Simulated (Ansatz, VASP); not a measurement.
# Two plane-wave programs on GaN

```
Ga N
1.0
     2.25350    2.25350    0.00000
    -2.25350    2.25350    0.00000
     0.00000    2.25350    2.25350
Ga N
1 1
Direct
  0.00000 0.00000 0.00000
  0.25000 0.75000 0.50000
```

Alike in both runs: task relaxation of cell and atoms; functional PBEsol; k mesh 14 × 14 × 14; occupations fermi-dirac, width 0.1 eV; no spin polarisation.

|  | VASP | Ansatz |
| --- | --- | --- |
| version | VASP 6.6.1 | Ansatz 0.2.0 |
| potentials or method | VASP PAW PBE potentials, release 64 (Ga_d, N) | PAW with Ansatz's default frozen-core files, scalar-relativistic |
| plane-wave cutoff (eV) | 600 | 420 |
| valence electrons in the cell | 18 | 18 |

Ansatz gave:

```
relaxed volume (Å³/atom)                                        : 11.38
relaxed length of the cell vector where the two differ most in proportion (Å) : 3.181
```

Task: What did VASP give for the same quantities?

Result: Relaxed volume (Å³/atom): 11.35; relaxed length of the cell vector where the two differ most in proportion (Å): 3.179.

VASP's potentials were made for PBE, not for PBEsol.
